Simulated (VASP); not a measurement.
# GaN (P-6m2) in VASP: further runs

GaN is run at these levels: PBE; tasks: single point.

Everything below comes from runs of VASP 6.6.1. Logs are shortened: lines on timing, memory, paths and dates and some standing lists are left out, and cuts for length are marked.

### 1 The cell of the first run

It takes space group P-6m2 (No. 187, hexagonal). The conventional cell has a = 2.920 Å, b = 2.920 Å, c = 2.629 Å, α = 90.00°, β = 90.00°, γ = 120.00°. Ga (site symmetry -6m2) has 6 N at 2.14 Å and 2 Ga at 2.63 Å within 2.8 Å. N (site symmetry -6m2) has 6 Ga at 2.14 Å and 2 N at 2.63 Å within 2.8 Å.

### 2 Single point, PBE

File INCAR:

```
SYSTEM = GaN
PREC     = Accurate       ! precision mode
ENCUT    = 520            ! plane-wave cutoff, eV
EDIFF    = 1E-6           ! SCF threshold, eV
ISMEAR   = -1             ! smearing method
SIGMA    = 0.05           ! smearing width, eV
LREAL    = .FALSE.        ! projectors in reciprocal space
LASPH    = .TRUE.         ! aspherical terms in the spheres
NELM     = 60             ! most SCF steps
ALGO     = Normal         ! electronic algorithm
ISIF     = 2              ! what is computed and relaxed
LWAVE    = .FALSE.        ! write WAVECAR
LCHARG   = .FALSE.        ! write CHGCAR
GGA      = PE             ! functional
NBANDS   = 16             ! bands
```

File KPOINTS:

```
Automatic mesh
0
G
  10 10 10
  0 0 0
```

File POSCAR:

```
GaN
1.0
    2.9197935391      0.0000000000      0.0000000000
   -1.4598967695      2.5286154183      0.0000000000
    0.0000000000      0.0000000000      2.6285919765
Ga N
1 1
Direct
    0.6666700000      0.3333300000      0.5000000000
    0.0000000000      0.0000000000      0.0000000000
```

Potentials or basis: VASP PAW PBE potentials, release 64 (Ga_d, N).

Run with:

```
cat potpaw_PBE.64/Ga_d/POTCAR potpaw_PBE.64/N/POTCAR > POTCAR
mpirun -np 1 vasp_std > vasp.out
```

OUTCAR:

```text
SYSTEM = GaN
   PREC = Accurate
   ENCUT = 520
   EDIFF = 1E-6
   ISMEAR = -1
   LREAL = .FALSE.
   LASPH = .TRUE.
   NELM = 60
   ISIF = 2
   GGA = PE

 ion  position               nearest neighbor table
   1  0.667  0.333  0.500-   2 2.14   2 2.14   2 2.14   2 2.14   2 2.14   2 2.14
   2  0.000  0.000  0.000-   1 2.14   1 2.14   1 2.14   1 2.14   1 2.14   1 2.14

  LATTYP: Found a hexagonal cell.
 ALAT       =     2.9197935391
 C/A-ratio  =     0.9002663857

  Lattice vectors:

 A1 = (   2.9197935391,   0.0000000000,   0.0000000000)
 A2 = (  -1.4598967695,   2.5286154183,   0.0000000000)
 A3 = (   0.0000000000,   0.0000000000,   2.6285919765)

Analysis of symmetry for initial positions (statically):
=====================================================================
 Subroutine PRICEL returns:
 Original cell was already a primitive cell.

 Routine SETGRP: Setting up the symmetry group for a
 hexagonal supercell.

 Subroutine GETGRP returns: Found  4 space group operations
 (whereof  4 operations were pure point group operations)
 out of a pool of 24 trial point group operations.

The static configuration has the point symmetry C_2v.

Analysis of symmetry for dynamics (positions and initial velocities):
=====================================================================
 Subroutine PRICEL returns:
 Original cell was already a primitive cell.

 Routine SETGRP: Setting up the symmetry group for a
 hexagonal supercell.

 Subroutine GETGRP returns: Found  4 space group operations
 (whereof  4 operations were pure point group operations)
 out of a pool of 24 trial point group operations.

The dynamic configuration has the point symmetry C_2v.

 Subroutine INISYM returns: Found  4 space group operations
 (whereof  4 operations are pure point group operations),
 and found     1 'primitive' translations

----------------------------------------------------------------------------------------

                                     Primitive cell

  volume of cell :      19.4070

  direct lattice vectors                    reciprocal lattice vectors
     2.919793539  0.000000000  0.000000000     0.342489969  0.197736673  0.000000000
    -1.459896770  2.528615418  0.000000000     0.000000000  0.395473346  0.000000000
     0.000000000  0.000000000  2.628591977     0.000000000  0.000000000  0.380431809

  length of vectors
     2.919793539  2.919793573  2.628591977     0.395473351  0.395473346  0.380431809

  position of ions in fractional coordinates (direct lattice)
     0.666670000  0.333330000  0.500000000
     0.000000000  0.000000000  0.000000000

  ion indices of the primitive-cell ions
   primitive index   ion index
                 1           1
                 2           2

----------------------------------------------------------------------------------------

 KPOINTS: Automatic mesh

Automatic generation of k-mesh.
 Grid dimensions read from file:
 generate k-points for:   10   10   10

 Generating k-lattice:

  Cartesian coordinates                     Fractional coordinates (reciprocal lattice)
     0.034248997  0.019773667  0.000000000     0.100000000  0.000000000  0.000000000
     0.000000000  0.039547335  0.000000000     0.000000000  0.100000000  0.000000000
     0.000000000  0.000000000  0.038043181     0.000000000  0.000000000  0.100000000

  Length of vectors
     0.039547335  0.039547335  0.038043181

  Shift w.r.t. Gamma in fractional coordinates (k-lattice)
     0.000000000  0.000000000  0.000000000

 Subroutine IBZKPT returns following result:
 ===========================================

 Found    186 irreducible k-points:

 Following reciprocal coordinates:
            Coordinates               Weight
  0.000000  0.000000  0.000000      1.000000
  0.100000  0.000000  0.000000      4.000000
 -0.100000  0.100000  0.000000      2.000000
  0.200000  0.000000  0.000000      4.000000
 -0.200000  0.200000  0.000000      2.000000
  0.300000 -0.000000  0.000000      4.000000
[... 16 lines left out ...]
  0.200000  0.200000  0.000000      2.000000
 -0.200000  0.400000  0.000000      4.000000
 [... further k-points ...]
   k-points           NKPTS =    186   k-points in BZ     NKDIM =    186   number of bands    NBANDS=     16
   number of dos      NEDOS =    301   number of ions     NIONS =      2
   total plane-waves  NPLWV =  11520
   dimension x,y,z NGX =    24 NGY =   24 NGZ =   20
   dimension x,y,z NGXF=    48 NGYF=   48 NGZF=   40
   ions per type =               1   1
   NGX,Y,Z   is equivalent  to a cutoff of  13.67, 13.67, 12.65 a.u.
   NGXF,Y,Z  is equivalent  to a cutoff of  27.33, 27.33, 25.30 a.u.
 SYSTEM =  GaN
   PREC   = accura    normal or accurate (medium, high low for compatibility)
   ISTART =      0    job   : 0-new  1-cont  2-samecut
   ICHARG =      2    charge: 1-file 2-atom 10-const
   ISPIN  =      1    spin polarized calculation?
   LNONCOLLINEAR =      F non collinear calculations
   LSORBIT =      F    spin-orbit coupling
   LASPH  =      T    aspherical Exc in radial PAW
   ENCUT  =  520.0 eV  38.22 Ry    6.18 a.u.   5.43  5.43  4.89*2*pi/ulx,y,z
   NELM   =     60;   NELMIN=  2; NELMDL= -5     # of ELM steps
   EDIFF  = 0.1E-05   stopping-criterion for ELM
   LREAL  =      F    real-space projection
   EDIFFG = 0.1E-04   stopping-criterion for IOM
   NSW    =      0    number of steps for IOM
   IBRION =     -1    ionic relax: 0-MD 1-quasi-New 2-CG
   NFREE  =      0    steps in history (QN), initial steepest desc. (CG)
   ISIF   =      2    stress and relaxation
   ISYM   =      2    0-nonsym 1-usesym 2-fastsym
   POTIM  = 0.5000    time-step for ionic-motion
   TEBEG  =    0.0;   TEEND  =   0.0 temperature during run
   PSTRESS=    0.0 pullay stress
   NELECT =      18.0000    total number of electrons
   NUPDOWN=      -1.0000    fix difference up-down
   EMIN   =  10.00;   EMAX   =-10.00  energy-range for DOS
   EFERMI =   0.00;   METHOD = LEGACY
   ISMEAR =    -1;   SIGMA  =   0.05  broadening in eV -4-tet -1-fermi 0-gaus
   EFERMI_NEDOS =   21; number of points for ismear=-14 and -15
   IALGO  =     38    algorithm
   IMIX   =      4    mixing-type and parameters
     AMIX     =   0.40;   BMIX     =  1.00
     AMIX_MAG =   1.60;   BMIX_MAG =  1.00
  volume/ion in A,a.u.               =       9.70        65.48
  Fermi-wavevector in a.u.,A,eV,Ry     =   1.596539  3.017022 34.680406  2.548938
  Thomas-Fermi vector in A             =   2.694286
   LORBIT       =      0    0 simple, 1 ext, 2 COOP (PROOUT), +10 PAW based schemes
   GGA     = PE    functional components
   LHFCALC =     F    Hartree Fock is set to
   AEXX    =    0.0000 exact exchange contribution
   IVDW    =     0    specifies the selected vdW correction
   LEPSILON=     F    determine dielectric tensor
   LRPA    =     F    only Hartree local field effects (RPA)
 non-spin polarized calculation
  energy-cutoff  :      520.00
  volume of cell :       19.41
 maximum number of plane-waves:       549
 NGX is ok and might be reduce to    24
   NGX = 11   NGY = 11   NGZ =  9

 number of electron      17.9999994 magnetization

 Free energy of the ion-electron system (eV)
  ---------------------------------------------------
  ext. energy  EPLUGINS =         0.00000000
  ---------------------------------------------------
  free energy    TOTEN  =       -10.22392695 eV

  energy without entropy =      -10.22112345  energy(sigma->0) =      -10.22252520

 E-fermi :   8.3560     XC(G=0): -12.9011

 val. band max:        8.2727119229   @ k =  -0.4000   0.4000   0.0000
 cond. band min:       8.4169713576   @ k =   0.3000   0.2000   0.0000
 fundamental gap:      0.1442594347
 Fermi energy:         8.3560075297

 k-point     1 :       0.0000    0.0000    0.0000
  band No.  band energies     occupation
      1      -9.5343      2.00000
      2      -6.8929      2.00000
      3      -6.7030      2.00000
      4      -6.7030      2.00000
      5      -6.3275      2.00000
      6      -6.3275      2.00000
[... 8 lines left out ...]
     15      24.7391      0.00000
     16      30.5652      0.00000

 k-point     2 :       0.1000    0.0000    0.0000
  band No.  band energies     occupation
      1      -9.3730      2.00000
      2      -6.8839      2.00000
      3      -6.6957      2.00000
      4      -6.6744      2.00000
      5      -6.3456      2.00000
      6      -6.3303      2.00000
[... 8 lines left out ...]
     15      24.8736      0.00000
     16      30.3523      0.00000

 k-point     3 :      -0.1000    0.1000    0.0000
  band No.  band energies     occupation
      1      -9.3730      2.00000
      2      -6.8839      2.00000
      3      -6.6957      2.00000
      4      -6.6744      2.00000
      5      -6.3456      2.00000
      6      -6.3303      2.00000
[... 8 lines left out ...]
     15      24.8736      0.00000
     16      30.3533      0.00000

 k-point     4 :       0.2000    0.0000    0.0000
  band No.  band energies     occupation
      1      -8.9281      2.00000
      2      -6.8739      2.00000
      3      -6.6316      2.00000
      4      -6.5981      2.00000
      5      -6.3924      2.00000
      6      -6.3377      2.00000
[... 8 lines left out ...]
     15      26.5217      0.00000
     16      30.4045      0.00000

 k-point     5 :      -0.2000    0.2000    0.0000
  band No.  band energies     occupation
      1      -8.9281      2.00000
      2      -6.8739      2.00000
      3      -6.6317      2.00000
      4      -6.5981      2.00000
      5      -6.3924      2.00000
      6      -6.3377      2.00000
[... 8 lines left out ...]
     15      26.5217      0.00000
     16      30.4045      0.00000

 k-point     6 :       0.3000   -0.0000    0.0000
  band No.  band energies     occupation
      1      -8.3531      2.00000
      2      -6.8716      2.00000
      3      -6.5009      2.00000
      4      -6.4486      2.00000
      5      -6.4071      2.00000
      6      -6.3468      2.00000
[... 8 lines left out ...]
     15      26.9954      0.00000
     16      31.0075      0.00000

 k-point     7 :      -0.3000    0.3000    0.0000
  band No.  band energies     occupation
      1      -8.3531      2.00000
      2      -6.8716      2.00000
      3      -6.5009      2.00000
      4      -6.4486      2.00000
      5      -6.4071      2.00000
      6      -6.3468      2.00000
[... 8 lines left out ...]
     15      26.9954      0.00000
     16      31.0076      0.00000

 k-point     8 :       0.4000    0.0000    0.0000
  band No.  band energies     occupation
      1      -7.9380      2.00000
      2      -6.8597      2.00000
      3      -6.4930      2.00000
      4      -6.4197      2.00000
      5      -6.3541      2.00000
      6      -5.9341      2.00000
[... 8 lines left out ...]
     15      28.2033      0.00000
     16      31.6421      0.00000

 k-point     9 :      -0.4000    0.4000    0.0000
  band No.  band energies     occupation
      1      -7.9380      2.00000
      2      -6.8597      2.00000
      3      -6.4930      2.00000
      4      -6.4197      2.00000
      5      -6.3541      2.00000
      6      -5.9341      2.00000
[... 8 lines left out ...]
     15      28.2033      0.00000
     16      31.6422      0.00000
[... 172 lines left out ...]
 k-point    19 :      -0.4000    0.3000    0.0000
  band No.  band energies     occupation
      1      -8.0535      2.00000
      2      -6.8606      2.00000
      3      -6.5145      2.00000
      4      -6.4727      2.00000
      5      -6.3586      2.00000
      6      -6.0799      2.00000
[... 8 lines left out ...]
     15      27.3539      0.00000
     16      30.8565      0.00000

 k-point    20 :       0.4000    0.1000    0.0000
  band No.  band energies     occupation
      1      -7.8090      2.00000
      2      -6.8494      2.00000
      3      -6.5011      2.00000
      4      -6.4478      2.00000
      5      -6.3655      2.00000
      6      -5.5834      2.00000
[... 8 lines left out ...]
     15      28.4687      0.00000
     16      29.9928      0.00000

 k-point    21 :      -0.1000    0.5000    0.0000
  band No.  band energies     occupation
      1      -7.8090      2.00000
      2      -6.8494      2.00000
      3      -6.5011      2.00000
      4      -6.4478      2.00000
      5      -6.3655      2.00000
      6      -5.5834      2.00000
[... 8 lines left out ...]
     15      28.4687      0.00000
     16      29.9928      0.00000

 k-point    22 :       0.5000    0.4000    0.0000
  band No.  band energies     occupation
      1      -7.8090      2.00000
      2      -6.8494      2.00000
      3      -6.5011      2.00000
      4      -6.4478      2.00000
      5      -6.3655      2.00000
      6      -5.5834      2.00000
[... 8 lines left out ...]
     15      28.4688      0.00000
     16      29.9929      0.00000

 k-point    23 :       0.2000    0.2000    0.0000
  band No.  band energies     occupation
      1      -8.1013      2.00000
      2      -6.8554      2.00000
      3      -6.5870      2.00000
      4      -6.4599      2.00000
      5      -6.3653      2.00000
      6      -6.0962      2.00000
[... 8 lines left out ...]
     15      26.9902      0.00000
     16      30.2571      0.00000

 k-point    24 :      -0.2000    0.4000    0.0000
  band No.  band energies     occupation
      1      -8.1013      2.00000
      2      -6.8554      2.00000
      3      -6.5870      2.00000
      4      -6.4599      2.00000
      5      -6.3653      2.00000
      6      -6.0963      2.00000
[... 8 lines left out ...]
     15      26.9902      0.00000
     16      30.2571      0.00000

 [... further k-points ...]
[... 5 lines left out ...]
  --------------------------------------------------------------------------------------
  -------------------------------------------------------------------------------------
  Total        1.4226455      1.4226578      1.9141261      0.0000107      0.0000000      0.0000000
  in kB      117.4489576    117.4499767    158.0239864      0.0008794      0.0000000      0.0000000
  external PRESSURE =     130.9743069 kB  Pullay stress =       0.0000000 kB

 VOLUME and BASIS-vectors are now :
 -----------------------------------------------------------------------------
  energy-cutoff  :      520.00
  volume of cell :       19.41
      direct lattice vectors                 reciprocal lattice vectors
     2.919793539  0.000000000  0.000000000     0.342489969  0.197736673  0.000000000
    -1.459896770  2.528615418  0.000000000     0.000000000  0.395473346  0.000000000
     0.000000000  0.000000000  2.628591977     0.000000000  0.000000000  0.380431809

 POSITION                                       TOTAL-FORCE (eV/Angst)
 -----------------------------------------------------------------------------------
      1.45991      0.84286      1.31430        -0.000063      0.000036      0.000000
      0.00000      0.00000      0.00000         0.000063     -0.000036      0.000000
 -----------------------------------------------------------------------------------
    total drift:                               -0.000003      0.000002      0.000000

  FREE ENERGIE OF THE ION-ELECTRON SYSTEM (eV)
  ---------------------------------------------------
  free  energy   TOTEN  =       -10.2239269467 eV

  energy  without entropy=      -10.2211234523  energy(sigma->0) =      -10.22252520
```

It took 25 s on 1 thread of Intel Xeon Platinum 8488C (Sapphire Rapids), shared host; peak memory 0.17 GiB.

What came out:

```
Free energy            : -10.2239 eV
Pressure               : 13.1 GPa
Band gap on the k mesh : zero (band 9 reaches 8.59 eV, above the bottom of band 10 at 7.58 eV)
```

Levels at points of the mesh, in eV from the Fermi level:
```csv
k point,band 6,band 7,band 8,band 9,band 10,band 11,band 12,band 13
"(0.00, 0.00, 0.00)",-14.68,-1.40,-1.09,-1.09,0.18,9.89,9.89,10.94
"(0.50, 0.00, 0.00)",-13.95,-9.08,-3.08,0.07,2.67,7.58,11.66,13.27
"(0.50, 0.50, 0.00)",-13.95,-9.08,-3.08,0.07,2.67,7.58,11.66,13.27
"(0.00, 0.00, 0.50)",-14.94,-9.74,-0.13,-0.13,5.73,6.19,13.07,13.07
"(0.50, 0.00, 0.50)",-11.79,-6.50,-5.77,-1.19,-0.77,7.44,8.20,8.28
"(0.50, 0.50, 0.50)",-11.79,-6.50,-5.77,-1.19,-0.77,7.44,8.20,8.28
```

### 3 Single point, PBE

This run uses another cell than the first one, of 9.91 Å³/atom, 1.021 times its volume.

File INCAR:

```
SYSTEM = GaN
PREC = Accurate
ENCUT = 520
EDIFF = 1E-6
ISMEAR = -1
SIGMA = 0.05
LREAL = .False.
LASPH = .True.
NELM = 100
ALGO = Normal
ISIF = 2
LWAVE = .False.
LCHARG = .False.
GGA = PE
NBANDS = 16
```

File KPOINTS:

```
Automatic mesh
0
Gamma
  10 10 10
  0 0 0
```

File POSCAR:

```
GaN
1.0
    2.9403561429      0.0000000000      0.0000000000
   -1.4701780714      2.5464231558      0.0000000000
    0.0000000000      0.0000000000      2.6471037976
Ga N
1 1
Direct
    0.6666700000      0.3333300000      0.5000000000
    0.0000000000      0.0000000000      0.0000000000
```

Potentials or basis: VASP PAW PBE potentials, release 64 (Ga_d, N).

Run with:

```
cat potpaw_PBE.64/Ga_d/POTCAR potpaw_PBE.64/N/POTCAR > POTCAR
mpirun -np 1 vasp_std > vasp.out
```

Wall time 36 s (1 thread of Intel Xeon Platinum 8488C (Sapphire Rapids), shared host); peak memory 0.18 GiB.

It converged, with:

| Quantity | Value |
| --- | --- |
| Free energy | -10.2518 eV |
| Pressure | 8.5 GPa |
| Band gap on the k mesh | zero (band 9 reaches 8.30 eV, above the bottom of band 10 at 7.28 eV) |

Stress tensor (GPa, compression positive):
```
 7.65  0.00  0.00
 0.00  7.65  0.00
 0.00  0.00 10.08
```

Levels at points of the mesh, in eV from the Fermi level:
```tsv
k point	band 6	band 7	band 8	band 9	band 10	band 11	band 12	band 13
(0.00, 0.00, 0.00)	-14.66	-1.35	-1.04	-1.04	0.02	9.79	9.79	10.90
(0.50, 0.00, 0.00)	-13.88	-8.92	-2.98	0.09	2.58	7.42	11.56	13.09
(0.50, 0.50, 0.00)	-13.88	-8.92	-2.98	0.09	2.58	7.42	11.56	13.09
(0.00, 0.00, 0.50)	-14.88	-9.58	-0.10	-0.10	5.58	6.07	12.85	12.85
(0.50, 0.00, 0.50)	-11.77	-6.36	-5.63	-1.19	-0.74	7.38	8.12	8.13
(0.50, 0.50, 0.50)	-11.77	-6.36	-5.63	-1.19	-0.74	7.38	8.12	8.13
```
